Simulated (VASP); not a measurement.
# GeMo (CsCl type) (Pm-3m) in VASP: further runs, part 2 of 2

VASP 6.6.1. The steps go on from the part before.

### 3 Single point, r2SCAN (volume scaled by 0.9)

POSCAR

```
GeMo
1.0
    2.9989340959      0.0000000000      0.0000000000
    0.0000000000      2.9989340959      0.0000000000
    0.0000000000      0.0000000000      2.9989340959
Mo Ge
1 1
Direct
    0.0000000000      0.0000000000      0.0000000000
    0.5000000000      0.5000000000      0.5000000000
```

INCAR.step1

```
SYSTEM = GeMo
ALGO = Normal
EDIFF = 1E-4
ENCUT = 520
GGA = PE
ISMEAR = -1
LASPH = .TRUE.
LCHARG = .FALSE.
LREAL = .FALSE.
LWAVE = .TRUE.
NBANDS = 21
NELM = 60
PREC = Accurate
SIGMA = 0.05
```

INCAR.step2

```
SYSTEM = GeMo
ALGO = Normal
EDIFF = 1E-7
ENCUT = 520
ISIF = 2
ISMEAR = -1
ISTART = 1
LASPH = .TRUE.
LCHARG = .TRUE.
LELF = .TRUE.
LMIXTAU = .TRUE.
LREAL = .FALSE.
LVHAR = .TRUE.
LWAVE = .FALSE.
METAGGA = R2SCAN
NBANDS = 21
NELM = 60
PREC = Accurate
SIGMA = 0.05
```

KPOINTS

```
k-points
0
G
  14 14 14
  0 0 0
```

Potentials or basis: VASP PAW PBE potentials, release 64 (Mo_sv, Ge_d).

Started as:

```
$ cat potpaw_PBE.64/Mo_sv/POTCAR potpaw_PBE.64/Ge_d/POTCAR > POTCAR
$ cp INCAR.step1 INCAR
$ mpirun -np 1 vasp_std > vasp.out
$ cp INCAR.step2 INCAR
$ mpirun -np 1 vasp_std > vasp.out
```

OUTCAR:

```text
SYSTEM = GeMo
   EDIFF = 1E-7
   ENCUT = 520
   ISIF = 2
   ISMEAR = -1
   ISTART = 1
   LASPH = .TRUE.
   LREAL = .FALSE.
   METAGGA = R2SCAN
   NELM = 60
   PREC = Accurate

 ion  position               nearest neighbor table
   1  0.000  0.000  0.000-   2 2.60   2 2.60   2 2.60   2 2.60   2 2.60   2 2.60   2 2.60   2 2.60

   2  0.500  0.500  0.500-   1 2.60   1 2.60   1 2.60   1 2.60   1 2.60   1 2.60   1 2.60   1 2.60

  LATTYP: Found a simple cubic cell.
 ALAT       =     2.9989340959

  Lattice vectors:

 A1 = (   2.9989340959,   0.0000000000,   0.0000000000)
 A2 = (   0.0000000000,   2.9989340959,   0.0000000000)
 A3 = (   0.0000000000,   0.0000000000,   2.9989340959)

Analysis of symmetry for initial positions (statically):
=====================================================================
 Subroutine PRICEL returns:
 Original cell was already a primitive cell.

 Routine SETGRP: Setting up the symmetry group for a
 simple cubic supercell.

 Subroutine GETGRP returns: Found 48 space group operations
[... 9 lines left out ...]

 Routine SETGRP: Setting up the symmetry group for a
 simple cubic supercell.

 Subroutine GETGRP returns: Found 48 space group operations
[... 11 lines left out ...]
                                     Primitive cell
[... 132 lines left out ...]
  ---------------------------------------------------
  ext. energy  EPLUGINS =         0.00000000
  ---------------------------------------------------
  free energy    TOTEN  =       -39.33940095 eV

  energy without entropy =      -39.32185139  energy(sigma->0) =      -39.33062617

 E-fermi :  12.5803     XC(G=0): -15.0949

 val. band max:       12.5778489358   @ k =   0.3571   0.3571   0.0714
 cond. band min:      12.5804778817   @ k =   0.4286   0.3571   0.0714
 fundamental gap:      0.0026289459
 Fermi energy:        12.5802525426

 k-point     1 :       0.0000    0.0000    0.0000
  band No.  band energies     occupation
      1     -50.0122      2.00000
      2     -23.2480      2.00000
      3     -23.2480      2.00000
      4     -23.2480      2.00000
      5     -12.6708      2.00000
      6     -12.6708      2.00000
[... 565 lines left out ...]
     20      24.6857      0.00000
     21      27.8845      0.00000

 [... further k-points ...]
[... 5 lines left out ...]
  --------------------------------------------------------------------------------------
  -------------------------------------------------------------------------------------
  Total        4.6830740      4.6830740      4.6830740      0.0000000     -0.0000000      0.0000000
  in kB      278.1895690    278.1895690    278.1895690      0.0000000     -0.0000000      0.0000000
  external PRESSURE =     278.1895690 kB  Pullay stress =       0.0000000 kB

 VOLUME and BASIS-vectors are now :
 -----------------------------------------------------------------------------
  energy-cutoff  :      520.00
  volume of cell :       26.97
      direct lattice vectors                 reciprocal lattice vectors
     2.998934096  0.000000000  0.000000000     0.333451809  0.000000000  0.000000000
     0.000000000  2.998934096  0.000000000     0.000000000  0.333451809  0.000000000
     0.000000000  0.000000000  2.998934096     0.000000000  0.000000000  0.333451809

 POSITION                                       TOTAL-FORCE (eV/Angst)
 -----------------------------------------------------------------------------------
      0.00000      0.00000      0.00000         0.000000      0.000000      0.000000
      1.49947      1.49947      1.49947         0.000000      0.000000      0.000000
 -----------------------------------------------------------------------------------
    total drift:                                0.000000      0.000000     -0.000000

  FREE ENERGIE OF THE ION-ELECTRON SYSTEM (eV)
  ---------------------------------------------------
  free  energy   TOTEN  =       -39.3394009454 eV

  energy  without entropy=      -39.3218513870  energy(sigma->0) =      -39.33062617
```

OSZICAR.step1:

```text
N       E                     dE             d eps       ncg     rms          rms(c)
DAV:   1     0.212947359049E+03    0.21295E+03   -0.14408E+04  6302   0.326E+03
DAV:   2     0.185022635475E+01   -0.21110E+03   -0.20308E+03  5285   0.607E+02
DAV:   3    -0.153237010896E+02   -0.17174E+02   -0.16886E+02  5628   0.115E+02
DAV:   4    -0.156215207609E+02   -0.29782E+00   -0.29752E+00  5591   0.158E+01
DAV:   5    -0.156248670952E+02   -0.33463E-02   -0.33463E-02  5625   0.191E+00    0.196E+01
DAV:   6    -0.149499173440E+02    0.67495E+00   -0.23076E+00  5933   0.114E+01    0.486E+00
DAV:   7    -0.148967140462E+02    0.53203E-01   -0.11807E-01  6574   0.542E+00    0.331E+00
DAV:   8    -0.148798242677E+02    0.16890E-01   -0.24997E-02  6401   0.180E+00    0.192E-01
DAV:   9    -0.148791454612E+02    0.67881E-03   -0.18320E-03  5865   0.820E-01    0.793E-02
DAV:  10    -0.148791208211E+02    0.24640E-04   -0.11237E-04  3085   0.164E-01
   1 F= -.14879121E+02 E0= -.14869901E+02  d E =-.184394E-01
```

Run time: 64 s. Hardware: 1 thread of Intel Xeon 6975P-C (Granite Rapids), shared host; peak memory 0.19 GiB.

Results:

- Free energy: -39.3394 eV
- Pressure: 27.8 GPa
- Band gap on the k mesh: zero (band 14 reaches 16.10 eV, above the bottom of band 15 at 11.67 eV)

Caveat: the cell differs from its parent crystal (volume scaled by 0.9); the PAW data sets were made with another functional, which shifts forces and pressure a little.

### 4 Single point, r2SCAN

This run uses another cell than the first one, of 14.98 Å³/atom, 1.250 times its volume.

POSCAR

```
GeMo
1.0
    3.1061285020      0.0000000000      0.0000000000
    0.0000000000      3.1061285020      0.0000000000
    0.0000000000      0.0000000000      3.1061285020
Mo Ge
1 1
Direct
    0.0000000000      0.0000000000      0.0000000000
    0.5000000000      0.5000000000      0.5000000000
```

INCAR.step1

```
SYSTEM = GeMo
PREC = Accurate
ENCUT = 520
ISMEAR = -1
SIGMA = 0.05
LREAL = .FALSE.
LASPH = .TRUE.
NELM = 60
NBANDS = 21
GGA = PE
ALGO = Normal
EDIFF = 1E-4
LWAVE = .TRUE.
LCHARG = .FALSE.
```

INCAR.step2

```
SYSTEM = GeMo
PREC = Accurate
ENCUT = 520
EDIFF = 1E-6
ISMEAR = -1
SIGMA = 0.05
LREAL = .FALSE.
LASPH = .TRUE.
NELM = 60
ALGO = Normal
ISIF = 2
LWAVE = .FALSE.
LCHARG = .FALSE.
METAGGA = R2SCAN
LMIXTAU = .TRUE.
NBANDS = 21
ISTART = 1
```

KPOINTS

```
Automatic mesh
0
G
  14 14 14
  0 0 0
```

Started as:

```
$ cat potpaw_PBE.64/Mo_sv/POTCAR potpaw_PBE.64/Ge_d/POTCAR > POTCAR
$ cp INCAR.step1 INCAR
$ mpirun -np 1 vasp_std > vasp.out
$ cp INCAR.step2 INCAR
$ mpirun -np 1 vasp_std > vasp.out
```

It took 57 s on 1 thread of Intel Xeon 6975P-C (Granite Rapids), shared host; peak memory 0.2 GiB.

Results (log left out):

```yaml
Free_energy: -39.5797 eV
Pressure: 0.4 GPa
Band_gap_on_the_k_mesh: zero (band 14 reaches 14.00 eV, above the bottom of band 15 at 10.25 eV)
```

Levels at points of the mesh, in eV from the Fermi level:
```
           k point  band 12  band 13  band 14  band 15  band 16  band 17
(0.00, 0.00, 0.00)    -3.29     1.30     1.30     1.30     2.73     2.73
(0.50, 0.00, 0.00)    -2.51    -1.84    -1.84     1.50     3.12     7.54
(0.50, 0.50, 0.00)    -3.58    -2.73    -0.31    -0.31     2.88     3.69
(0.50, 0.50, 0.50)    -5.93    -5.14     3.00     3.00     4.47     4.47
```

Caveat: the PAW data sets were made with another functional, which shifts forces and pressure a little.

### 5 The runs side by side

| cell | gap on the mesh (eV) | pressure (GPa) |
| --- | --- | --- |
| a = 2.883 Å, 2 atoms | none | 75.6 |
| a = 2.999 Å, 2 atoms | none | 27.8 |
| a = 3.106 Å, 2 atoms | none | 0.4 |

Alike in all rows: task single point; level r2SCAN; potentials or basis VASP PAW PBE potentials, release 64 (Mo_sv, Ge_d); no spin polarisation; k mesh 14 × 14 × 14; cutoff (eV) 520; smearing fermi-dirac 0.05 eV.

Caveats: the PAW data sets were made with another functional, which shifts forces and pressure a little.

Absolute energies hang on the potentials; compare differences alone.
